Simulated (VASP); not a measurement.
# ZnS (P6_3mc) in VASP: notebook

Runs on ZnS. Level: r2SCAN. Tasks: relaxation of cell and atoms.

All numbers are computed with VASP 6.6.1; they aren't measurements. Logs are shortened: lines on timing, memory, paths and dates and some standing lists are left out, and cuts for length are marked.

### Step 1. The cell of the first run

The structure is hexagonal, space group P6_3mc (No. 186). Conventional cell: a = 3.806 Å, b = 3.806 Å, c = 6.247 Å, α = 90.00°, β = 90.00°, γ = 120.00°. Within 3.1 Å of Zn (site symmetry 3m) lie 4 S at 2.33 to 2.34 Å. S (site symmetry 3m) has 4 Zn at 2.33 to 2.34 Å within 3.1 Å.

### Step 2. Relaxation of cell and atoms, r2SCAN, target pressure 2 GPa, at which the enthalpy is minimised

POSCAR reads:

```
ZnS
1.0
    3.8062158159      0.0000000000      0.0000000000
   -1.9031079079      3.2962795888      0.0000000000
    0.0000000000      0.0000000000      6.2465611904
Zn S
2 2
Direct
    0.3333333333      0.6666666667      0.0053957873
    0.6666666667      0.3333333333      0.5053957873
    0.3333333333      0.6666666667      0.3796042127
    0.6666666667      0.3333333333      0.8796042127
```

INCAR.step1 reads:

```
  PREC = Accurate
  ENCUT = 600
  ISMEAR = 0
  SIGMA = 0.01
  LREAL = False
  LASPH = True
  NELM = 100
  GGA = PE
  ALGO = Normal
  EDIFF = 1E-4
  LWAVE = True
  LCHARG = False
```

INCAR.step2 reads:

```
  PREC = Accurate
  ENCUT = 600
  EDIFF = 1E-6
  ISMEAR = 0
  SIGMA = 0.01
  LREAL = False
  LASPH = True
  NELM = 100
  ALGO = Normal
  ISIF = 3
  LWAVE = False
  LCHARG = False
  METAGGA = R2SCAN
  LMIXTAU = True
  IBRION = 2
  NSW = 100
  EDIFFG = -0.002
  PSTRESS = 20.0
  ISTART = 1
```

KPOINTS reads:

```
Automatic mesh
0
Gamma
  6 6 4
```

Potentials or basis: VASP PAW PBE potentials, release 64 (Zn, S).

Launch:

```sh
cat potpaw_PBE.64/Zn/POTCAR potpaw_PBE.64/S/POTCAR > POTCAR
cp INCAR.step1 INCAR
mpirun -np 1 vasp_std > vasp.out
cp INCAR.step2 INCAR
mpirun -np 1 vasp_std > vasp.out
```

OUTCAR:

```text
PREC = Accurate
   ENCUT = 600
   EDIFF = 1E-6
   ISMEAR = 0
   LREAL = False
   LASPH = True
   NELM = 100
   ISIF = 3
   METAGGA = R2SCAN
   IBRION = 2
   NSW = 100
   EDIFFG = -0.002
   PSTRESS = 20.0
   ISTART = 1

 ion  position               nearest neighbor table
   1  0.333  0.667  0.005-   4 2.33   4 2.33   4 2.33   3 2.34
   2  0.667  0.333  0.505-   3 2.33   3 2.33   3 2.33   4 2.34
   3  0.333  0.667  0.380-   2 2.33   2 2.33   2 2.33   1 2.34
   4  0.667  0.333  0.880-   1 2.33   1 2.33   1 2.33   2 2.34

  LATTYP: Found a hexagonal cell.
 ALAT       =     3.8062158159
 C/A-ratio  =     1.6411474001

  Lattice vectors:

 A1 = (   3.8062158159,   0.0000000000,   0.0000000000)
 A2 = (  -1.9031079079,   3.2962795888,   0.0000000000)
 A3 = (   0.0000000000,   0.0000000000,   6.2465611904)

Analysis of symmetry for initial positions (statically):
=====================================================================
 Subroutine PRICEL returns:
 Original cell was already a primitive cell.

 Routine SETGRP: Setting up the symmetry group for a
 hexagonal supercell.

 Subroutine GETGRP returns: Found 12 space group operations
 (whereof  6 operations were pure point group operations)
 out of a pool of 24 trial point group operations.

The static configuration has the point symmetry C_3v.
 The point group associated with its full space group is C_6v.

Analysis of symmetry for dynamics (positions and initial velocities):
=====================================================================
 Subroutine PRICEL returns:
 Original cell was already a primitive cell.

 Routine SETGRP: Setting up the symmetry group for a
 hexagonal supercell.

 Subroutine GETGRP returns: Found 12 space group operations
 (whereof  6 operations were pure point group operations)
 out of a pool of 24 trial point group operations.

The dynamic configuration has the point symmetry C_3v.
 The point group associated with its full space group is C_6v.

 Subroutine INISYM returns: Found 12 space group operations
 (whereof  6 operations are pure point group operations),
 and found     1 'primitive' translations

----------------------------------------------------------------------------------------

                                     Primitive cell

  volume of cell :      78.3716

  direct lattice vectors                    reciprocal lattice vectors
     3.806215816  0.000000000  0.000000000     0.262728140  0.151686162  0.000000000
    -1.903107908  3.296279589  0.000000000     0.000000000  0.303372324  0.000000000
     0.000000000  0.000000000  6.246561190     0.000000000  0.000000000  0.160088082

  length of vectors
     3.806215816  3.806215816  6.246561190     0.303372324  0.303372324  0.160088082

  position of ions in fractional coordinates (direct lattice)
     0.333333333  0.666666667  0.005395787
     0.666666667  0.333333333  0.505395787
     0.333333333  0.666666667  0.379604213
     0.666666667  0.333333333  0.879604213

  ion indices of the primitive-cell ions
   primitive index   ion index
                 1           1
                 2           2
                 3           3
                 4           4

----------------------------------------------------------------------------------------

 KPOINTS: Automatic mesh

Automatic generation of k-mesh.
 Grid dimensions read from file:
 generate k-points for:    6    6    4

 Generating k-lattice:

  Cartesian coordinates                     Fractional coordinates (reciprocal lattice)
     0.043788023  0.025281027  0.000000000     0.166666667  0.000000000  0.000000000
     0.000000000  0.050562054  0.000000000     0.000000000  0.166666667  0.000000000
     0.000000000  0.000000000  0.040022020     0.000000000  0.000000000  0.250000000

  Length of vectors
     0.050562054  0.050562054  0.040022020

  Shift w.r.t. Gamma in fractional coordinates (k-lattice)
     0.000000000  0.000000000  0.000000000

 Subroutine IBZKPT returns following result:
 ===========================================

 Found     21 irreducible k-points:

 Following reciprocal coordinates:
            Coordinates               Weight
  0.000000  0.000000  0.000000      1.000000
  0.166667  0.000000  0.000000      6.000000
  0.333333  0.000000  0.000000      6.000000
  0.500000  0.000000  0.000000      3.000000
  0.166667  0.166667  0.000000      6.000000
  0.333333  0.166667  0.000000     12.000000
[... 13 lines left out ...]
  0.333333  0.166667  0.500000     12.000000
  0.333333  0.333333  0.500000      2.000000
   k-points           NKPTS =     21   k-points in BZ     NKDIM =     21   number of bands    NBANDS=     22
   number of dos      NEDOS =    301   number of ions     NIONS =      4
   total plane-waves  NPLWV =  45000
   dimension x,y,z NGX =    30 NGY =   30 NGZ =   50
   dimension x,y,z NGXF=    60 NGYF=   60 NGZF=  100
   ions per type =               2   2
   NGX,Y,Z   is equivalent  to a cutoff of  13.10, 13.10, 13.31 a.u.
   NGXF,Y,Z  is equivalent  to a cutoff of  26.21, 26.21, 26.61 a.u.
 SYSTEM =  unknown system
   PREC   = accura    normal or accurate (medium, high low for compatibility)
   ISTART =      1    job   : 0-new  1-cont  2-samecut
   ICHARG =      0    charge: 1-file 2-atom 10-const
   ISPIN  =      1    spin polarized calculation?
   LNONCOLLINEAR =      F non collinear calculations
   LSORBIT =      F    spin-orbit coupling
   LASPH  =      T    aspherical Exc in radial PAW
   ENCUT  =  600.0 eV  44.10 Ry    6.64 a.u.   7.60  7.60 12.48*2*pi/ulx,y,z
   NELM   =    100;   NELMIN=  2; NELMDL=  0     # of ELM steps
   EDIFF  = 0.1E-05   stopping-criterion for ELM
   LREAL  =      F    real-space projection
   EDIFFG = -.2E-02   stopping-criterion for IOM
   NSW    =    100    number of steps for IOM
   IBRION =      2    ionic relax: 0-MD 1-quasi-New 2-CG
   NFREE  =      1    steps in history (QN), initial steepest desc. (CG)
   ISIF   =      3    stress and relaxation
   ISYM   =      2    0-nonsym 1-usesym 2-fastsym
   POTIM  = 0.5000    time-step for ionic-motion
   TEBEG  =    0.0;   TEEND  =   0.0 temperature during run
   PSTRESS=   20.0 pullay stress
   NELECT =      36.0000    total number of electrons
   NUPDOWN=      -1.0000    fix difference up-down
   EMIN   =  10.00;   EMAX   =-10.00  energy-range for DOS
   EFERMI =   0.00;   METHOD = LEGACY
   ISMEAR =     0;   SIGMA  =   0.01  broadening in eV -4-tet -1-fermi 0-gaus
   EFERMI_NEDOS =   21; number of points for ismear=-14 and -15
   IALGO  =     38    algorithm
   IMIX   =      4    mixing-type and parameters
     AMIX     =   0.40;   BMIX     =  1.00
     AMIX_MAG =   1.60;   BMIX_MAG =  1.00
  volume/ion in A,a.u.               =      19.59       132.22
  Fermi-wavevector in a.u.,A,eV,Ry     =   1.263154  2.387014 21.708873  1.595557
  Thomas-Fermi vector in A             =   2.396525
   LORBIT       =      0    0 simple, 1 ext, 2 COOP (PROOUT), +10 PAW based schemes
   METAGGA = R2SCAN    functional components
   LHFCALC =     F    Hartree Fock is set to
   AEXX    =    0.0000 exact exchange contribution
   IVDW    =     0    specifies the selected vdW correction
   LEPSILON=     F    determine dielectric tensor
   LRPA    =     F    only Hartree local field effects (RPA)
 conjugate gradient relaxation of ions
 non-spin polarized calculation
 Gauss-broadening in eV      SIGMA  =   0.01
  energy-cutoff  :      600.00
  volume of cell :       78.37
 maximum number of plane-waves:      2637
   NGX = 15   NGY = 15   NGZ = 25

--------------------------------------- Ionic step        1  -------------------------------------------

 number of electron      36.0000006 magnetization

 Free energy of the ion-electron system (eV)
  ---------------------------------------------------
  ext. energy  EPLUGINS =         0.00000000
  ---------------------------------------------------
  free energy    TOTEN  =       -37.72322310 eV

  energy without entropy =      -37.72322310  energy(sigma->0) =      -37.72322310

------------------------ aborting loop because EDIFF is reached ----------------------------------------

  FORCE on cell =-STRESS in cart. coord.  units (eV):
  Direction    XX          YY          ZZ          XY          YZ          ZX
  --------------------------------------------------------------------------------------
  -------------------------------------------------------------------------------------
  Total        0.0160373      0.0160373     -0.0153886      0.0000000      0.0000000      0.0000000
  in kB        0.3278560      0.3278560     -0.3145941      0.0000000      0.0000000      0.0000000
  external PRESSURE =     -19.8862940 kB  Pullay stress =      20.0000000 kB

 VOLUME and BASIS-vectors are now :
 -----------------------------------------------------------------------------
  energy-cutoff  :      600.00
  volume of cell :       78.37
      direct lattice vectors                 reciprocal lattice vectors
     3.806215816  0.000000000  0.000000000     0.262728140  0.151686162  0.000000000
    -1.903107908  3.296279589  0.000000000     0.000000000  0.303372324  0.000000000
     0.000000000  0.000000000  6.246561190     0.000000000  0.000000000  0.160088082
[... 250 lines left out ...]
  FREE ENERGIE OF THE ION-ELECTRON SYSTEM (eV)
  ---------------------------------------------------
  free  energy   TOTEN  =       -37.7127409437 eV

  energy  without entropy=      -37.7127409437  energy(sigma->0) =      -37.71274094

  enthalpy is  TOTEN    =       -36.7576533588 eV   P V=        0.9550875849

--------------------------------------- Ionic step        8  -------------------------------------------

 number of electron      35.9999991 magnetization

 Free energy of the ion-electron system (eV)
  ---------------------------------------------------
  ext. energy  EPLUGINS =         0.00000000
  ---------------------------------------------------
  free energy    TOTEN  =       -37.71276074 eV

  energy without entropy =      -37.71276074  energy(sigma->0) =      -37.71276074

 E-fermi :   2.2112     XC(G=0): -10.4339

 val. band max:        2.1484308072   @ k =   0.0000   0.0000   0.0000
 cond. band min:       5.0494741411   @ k =   0.0000   0.0000   0.0000
 fundamental gap:      2.9010433339
 Fermi energy:         2.2111812751

 k-point     1 :       0.0000    0.0000    0.0000
  band No.  band energies     occupation
      1     -11.7823      2.00000
      2     -10.7760      2.00000
      3      -4.4922      2.00000
      4      -4.4730      2.00000
      5      -4.4730      2.00000
      6      -4.3772      2.00000
[... 14 lines left out ...]
     21       8.9276      0.00000
     22       8.9277      0.00000
[... 520 lines left out ...]
 POSITION                                       TOTAL-FORCE (eV/Angst)
 -----------------------------------------------------------------------------------
     -0.00000      2.17994      0.03427        -0.000000     -0.000000     -0.001555
      1.88789      1.08997      3.13282         0.000000     -0.000000     -0.001555
     -0.00000      2.17994      2.35162        -0.000000      0.000000      0.001555
      1.88789      1.08997      5.45018        -0.000000      0.000000      0.001555
 -----------------------------------------------------------------------------------
    total drift:                               -0.000000      0.000000      0.007215

  FREE ENERGIE OF THE ION-ELECTRON SYSTEM (eV)
  ---------------------------------------------------
  free  energy   TOTEN  =       -37.7127607415 eV

  energy  without entropy=      -37.7127607415  energy(sigma->0) =      -37.71276074

  enthalpy is  TOTEN    =       -36.7576555424 eV   P V=        0.9551051991

 reached required accuracy - stopping structural energy minimisation
```

Run time: 7.4 min. Hardware: 1 thread of AMD EPYC 9R45 (Zen 5), shared host; peak memory 0.21 GiB.

What came out:

* Free energy: -37.7128 eV
* Relaxed volume: 19.13 Å³/atom
* Relaxed cell: a = 3.776 Å, b = 3.776 Å, c = 6.197 Å, α = 90.00°, β = 90.00°, γ = 120.00°
* Space group after relaxing (to 0.1 Å): P6_3mc (No. 186)
* Energy change on relaxing (the run minimises the enthalpy): +2.6 meV/atom
* Ionic steps: 8
* Pressure after relaxing: 2.0 GPa
* Band gap on the k mesh: 2.90 eV

The path:
```
step  energy change (eV)  largest force (eV/Å)  pressure (GPa)  volume (Å³)
   1              0.0000                0.0019            0.01        78.37
   2              0.0236                0.0109            3.02        75.65
   3              0.0116                0.0073            2.15        76.42
   4              0.0100                0.0068            1.96        76.55
   5              0.0104                0.0069            2.01        76.52
   6              0.0104                0.0035            1.99        76.51
   7              0.0105                0.0054            1.99        76.51
   8              0.0105                0.0016            1.99        76.51
```

Final structure:
```yaml
crystal:
  lattice:
    - [3.77577, 0.00000, 0.00000]
    - [-1.88789, 3.26991, 0.00000]
    - [0.00000, 0.00000, 6.19711]
  atoms:
    - { symbol: Zn, position: [0.33333, 0.66667, 0.00553] }
    - { symbol: Zn, position: [0.66667, 0.33333, 0.50553] }
    - { symbol: S, position: [0.33333, 0.66667, 0.37947] }
    - { symbol: S, position: [0.66667, 0.33333, 0.87947] }
```

Caveat: the cell is relaxed towards a set pressure, so the run minimises the enthalpy, not the energy; the PAW data sets were made with another functional, which shifts forces and pressure a little.

(Continued in part 2 of 2.)
